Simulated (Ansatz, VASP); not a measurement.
One calculation of HfGeF, two programs

```
Hf F Ge
1.0
     3.85852    0.00000    0.00000
     0.00000    3.85852    0.00000
     0.00000    0.00000    7.25643
Hf F Ge
2 2 2
Direct
  0.00000 0.50000 0.27045
  0.50000 0.00000 0.72955
  0.00000 0.50000 0.55473
  0.50000 0.00000 0.44527
  0.00000 0.00000 0.00000
  0.50000 0.50000 0.00000
```

Alike in both runs: functional PBE; k mesh 5 × 5 × 3; collinear spin.

Ansatz relaxed the structure, and its values are those at the end. VASP's run is a single point on that final structure, the one shown.

|  | VASP | Ansatz |
| --- | --- | --- |
| version | VASP 6.6.1 | Ansatz 0.2.0 |
| potentials or method | VASP PAW PBE potentials, release 64 (Hf_pv, F, Ge_d), cutoff 520 eV | PAW plane waves |
| occupations | fermi-dirac, width 0.1 eV | fermi-dirac |
| valence electrons in the cell | 62 | 94 |

```csv
,VASP,Ansatz,Ansatz less VASP
gap on the k mesh at the Fermi level (eV),none,none,-
pressure (GPa),-0.7,0.0,+0.65
rms of the force components (eV/Å),0.039,0.003,-0.0358
net moment per atom (μB),0.00,0.00,0.000
```

A gap of «none» marks a metal or a gap that the smearing closes. VASP's potentials hold 62 valence electrons a cell and Ansatz's 94, so a difference there can come from the potentials and not from the codes. Ansatz's warnings: no starting moments.

Spin-orbit coupling is off throughout.
